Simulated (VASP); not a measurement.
# Cu (Cmcm) in VASP: single point with r2SCAN

Aim: the single point of Cu with r2SCAN.

All numbers are computed with VASP 6.6.1; they aren't measurements. Logs are shortened: lines on timing, memory, paths and dates and some standing lists are left out, and cuts for length are marked.

## Step 1: The cell of the first run

The structure is orthorhombic, space group Cmcm (No. 63). Conventional cell: a = 2.529 Å, b = 3.943 Å, c = 8.264 Å, α = 90.00°, β = 90.00°, γ = 90.00°. Within 3.1 Å of Cu (site symmetry 2/m) lie 12 Cu at 2.34 to 2.53 Å. Within 3.1 Å of Cu (site symmetry m2m) lie 12 Cu at 2.34 to 2.53 Å.

## Step 2: Single point, r2SCAN (strain -0.1000 x Voigt [0, 1, 0, 0, 0, 0])

Input file POSCAR:

```
Cu
1.0
    2.5293395074      0.0000000000      0.0000000000
   -1.2646697537      1.9714250414      0.0000000000
    0.0000000000      0.0000000000      8.2639398540
Cu
4
Direct
    0.0000000000      0.0000000000      0.0000000000
    0.3333333333      0.6666666667      0.2500000000
    0.0000000000      0.0000000000      0.5000000000
    0.6666666667      0.3333333333      0.7500000000
```

Input file INCAR.step1:

```
SYSTEM = Cu
PREC = Accurate ; ENCUT = 520
ISMEAR = 0 ; SIGMA = 0.15
LREAL = .False. ; LASPH = .True.
NELM = 100 ; NBANDS = 30
GGA = PE ; ALGO = Normal
EDIFF = 1E-4 ; LWAVE = .True.
LCHARG = .False.
```

Input file INCAR.step2:

```
SYSTEM = Cu
PREC = Accurate ; ENCUT = 520
EDIFF = 1E-6 ; ISMEAR = 0
SIGMA = 0.15 ; LREAL = .False.
LASPH = .True. ; NELM = 100
ALGO = Normal ; ISIF = 2
LWAVE = .False. ; LCHARG = .False.
METAGGA = R2SCAN ; LMIXTAU = .True.
NBANDS = 30 ; ISTART = 1
```

Input file KPOINTS:

```
regular mesh
0
Gamma
  24 24 6
  0 0 0
```

Potentials or basis: VASP PAW PBE potentials, release 64 (Cu).

Run with:

```
$ cat potpaw_PBE.64/Cu/POTCAR > POTCAR
$ cp INCAR.step1 INCAR
$ mpirun -np 1 vasp_std > vasp.out
$ cp INCAR.step2 INCAR
$ mpirun -np 1 vasp_std > vasp.out
```

OUTCAR:

```text
SYSTEM = Cu
   PREC = Accurate
   ENCUT = 520
   EDIFF = 1E-6
   ISMEAR = 0
   LREAL = .False.
   LASPH = .True.
   NELM = 100
   ISIF = 2
   METAGGA = R2SCAN
   ISTART = 1

 ion  position               nearest neighbor table
   1  0.000  0.000  0.000-   2 2.45   4 2.45   4 2.51   2 2.51   4 2.51   2 2.51
   2  0.333  0.667  0.250-   1 2.45   3 2.45   1 2.51   3 2.51   1 2.51   3 2.51
   3  0.000  0.000  0.500-   2 2.45   4 2.45   4 2.51   2 2.51   4 2.51   2 2.51
   4  0.667  0.333  0.750-   1 2.45   3 2.45   1 2.51   3 2.51   1 2.51   3 2.51

  Warning from LATTYP: Monoclinic adjustment (A1->A3, A2->A1, A3->A2)!
  LATTYP: Found a base centered orthorhombic cell.
 ALAT       =     2.5293395074
 B/A-ratio  =     1.5588457268
 C/A-ratio  =     3.2672323466

  Lattice vectors:

 A1 = (   1.2646697537,  -1.9714250414,   0.0000000000)
 A2 = (   1.2646697537,   1.9714250414,   0.0000000000)
 A3 = (   0.0000000000,   0.0000000000,   8.2639398540)

Analysis of symmetry for initial positions (statically):
=====================================================================
 Subroutine PRICEL returns:
 Original cell was already a primitive cell.

 Routine SETGRP: Setting up the symmetry group for a
 base centered orthorhombic supercell.

 Subroutine GETGRP returns: Found  8 space group operations
 (whereof  4 operations were pure point group operations)
 out of a pool of  8 trial point group operations.

The static configuration has the point symmetry C_2h.
 The point group associated with its full space group is D_2h.

Analysis of symmetry for dynamics (positions and initial velocities):
=====================================================================
 Subroutine PRICEL returns:
 Original cell was already a primitive cell.

 Routine SETGRP: Setting up the symmetry group for a
 base centered orthorhombic supercell.

 Subroutine GETGRP returns: Found  8 space group operations
 (whereof  4 operations were pure point group operations)
 out of a pool of  8 trial point group operations.

The dynamic configuration has the point symmetry C_2h.
 The point group associated with its full space group is D_2h.

 Subroutine INISYM returns: Found  8 space group operations
 (whereof  4 operations are pure point group operations),
 and found     1 'primitive' translations

----------------------------------------------------------------------------------------

                                     Primitive cell

  volume of cell :      41.2073

[... 86 lines left out ...]
   ISPIN  =      1    spin polarized calculation?
   LNONCOLLINEAR =      F non collinear calculations
   LSORBIT =      F    spin-orbit coupling
   LASPH  =      T    aspherical Exc in radial PAW
   ENCUT  =  520.0 eV  38.22 Ry    6.18 a.u.   4.70  4.35 15.37*2*pi/ulx,y,z
   NELM   =    100;   NELMIN=  2; NELMDL=  0     # of ELM steps
   EDIFF  = 0.1E-05   stopping-criterion for ELM
   LREAL  =      F    real-space projection
[... 7 lines left out ...]
   TEBEG  =    0.0;   TEEND  =   0.0 temperature during run
   PSTRESS=    0.0 pullay stress
   NELECT =      44.0000    total number of electrons
   NUPDOWN=      -1.0000    fix difference up-down
   EMIN   =  10.00;   EMAX   =-10.00  energy-range for DOS
   EFERMI =   0.00;   METHOD = LEGACY
   ISMEAR =     0;   SIGMA  =   0.15  broadening in eV -4-tet -1-fermi 0-gaus
   EFERMI_NEDOS =   21; number of points for ismear=-14 and -15
   IALGO  =     38    algorithm
   IMIX   =      4    mixing-type and parameters
     AMIX     =   0.40;   BMIX     =  1.00
     AMIX_MAG =   1.60;   BMIX_MAG =  1.00
  volume/ion in A,a.u.               =      10.30        69.52
  Fermi-wavevector in a.u.,A,eV,Ry     =   1.673276  3.162033 38.094300  2.799852
  Thomas-Fermi vector in A             =   2.758276
   LORBIT       =      0    0 simple, 1 ext, 2 COOP (PROOUT), +10 PAW based schemes
   METAGGA = R2SCAN    functional components
   LHFCALC =     F    Hartree Fock is set to
   AEXX    =    0.0000 exact exchange contribution
   IVDW    =     0    specifies the selected vdW correction
   LEPSILON=     F    determine dielectric tensor
   LRPA    =     F    only Hartree local field effects (RPA)
 non-spin polarized calculation
 Gauss-broadening in eV      SIGMA  =   0.15
  energy-cutoff  :      520.00
  volume of cell :       41.21
 maximum number of plane-waves:      1132
   NGX =  9   NGY =  9   NGZ = 31

 number of electron      43.9999987 magnetization

 Free energy of the ion-electron system (eV)
  ---------------------------------------------------
  ext. energy  EPLUGINS =         0.00000000
  ---------------------------------------------------
  free energy    TOTEN  =       -42.77841131 eV

  energy without entropy =      -42.76560880  energy(sigma->0) =      -42.77201006

 E-fermi :   9.2530     XC(G=0): -14.6812

 val. band max:        9.2512661103   @ k =   0.4583   0.1667   0.0000
 cond. band min:       9.2577893067   @ k =   0.0417   0.2083   0.5000
 fundamental gap:      0.0065231965
 Fermi energy:         9.2530116323

 k-point     1 :       0.0000    0.0000    0.0000
  band No.  band energies     occupation
      1      -1.5854      2.00000
      2       0.6505      2.00000
      3       0.6513      2.00000
      4       2.9858      2.00000
      5       5.0974      2.00000
      6       5.1062      2.00000
[... 781 lines left out ...]
     29      21.1247      0.00000
     30      21.7379      0.00000

 [... further k-points ...]

------------------------ aborting loop because EDIFF is reached ----------------------------------------

  FORCE on cell =-STRESS in cart. coord.  units (eV):
  Direction    XX          YY          ZZ          XY          YZ          ZX
  --------------------------------------------------------------------------------------
  -------------------------------------------------------------------------------------
  Total        5.4912080     10.2393986      3.6661470      0.0000000     -0.0000000      0.0000000
  in kB      213.5029772    398.1167844    142.5430044      0.0000000     -0.0000000      0.0000000
  external PRESSURE =     251.3875887 kB  Pullay stress =       0.0000000 kB

 VOLUME and BASIS-vectors are now :
 -----------------------------------------------------------------------------
  energy-cutoff  :      520.00
  volume of cell :       41.21
      direct lattice vectors                 reciprocal lattice vectors
     2.529339507  0.000000000  0.000000000     0.395360131  0.253623643  0.000000000
    -1.264669754  1.971425041  0.000000000     0.000000000  0.507247285  0.000000000
     0.000000000  0.000000000  8.263939854     0.000000000  0.000000000  0.121007657

 POSITION                                       TOTAL-FORCE (eV/Angst)
 -----------------------------------------------------------------------------------
      0.00000      0.00000      0.00000         0.000000      0.000000      0.000000
     -0.00000      1.31428      2.06598         0.000000      0.222048     -0.000000
      0.00000      0.00000      4.13197         0.000000      0.000000      0.000000
      1.26467      0.65714      6.19795        -0.000000     -0.222048     -0.000000
 -----------------------------------------------------------------------------------
    total drift:                                0.000000     -0.000000      0.000000

  FREE ENERGIE OF THE ION-ELECTRON SYSTEM (eV)
  ---------------------------------------------------
  free  energy   TOTEN  =       -42.7784113139 eV

  energy  without entropy=      -42.7656088035  energy(sigma->0) =      -42.77201006
```

OUTCAR.step1:

```text
SYSTEM = Cu
   PREC = Accurate
   ENCUT = 520
   ISMEAR = 0
   LREAL = .False.
   LASPH = .True.
   NELM = 100
[... 1024 lines left out ...]
     -0.00000      1.31428      2.06598        -0.000000      0.224019      0.000000
      0.00000      0.00000      4.13197         0.000000      0.000000      0.000000
      1.26467      0.65714      6.19795        -0.000000     -0.224019     -0.000000
 -----------------------------------------------------------------------------------
    total drift:                                0.000000     -0.000000      0.000000

  FREE ENERGIE OF THE ION-ELECTRON SYSTEM (eV)
  ---------------------------------------------------
  free  energy   TOTEN  =       -14.1209805546 eV

  energy  without entropy=      -14.1077584421  energy(sigma->0) =      -14.11436950
```

It took 64 min on 1 thread of Oxide Virtual Turin-like, shared host; peak memory 0.58 GiB.

Results:

```yaml
Free_energy: -42.7784 eV
Pressure: 25.1 GPa
Largest_force: 0.222 eV/Å
Band_gap_on_the_k_mesh: zero (bands 22 and 23 overlap by 6.69 eV)
```

Forces in eV/Å, atoms in the order of the input:
```
Cu   0.000  0.000  0.000
Cu   0.000  0.222  0.000
Cu   0.000  0.000  0.000
Cu   0.000 -0.222  0.000
```

Stress tensor (GPa, compression positive):
```
21.35  0.00  0.00
 0.00 39.81  0.00
 0.00  0.00 14.25
```

Caveat: the cell differs from its parent crystal (strain -0.1000 x Voigt [0, 1, 0, 0, 0, 0]); the cell stands under pressure; the PAW data sets were made with another functional, which shifts forces and pressure a little.
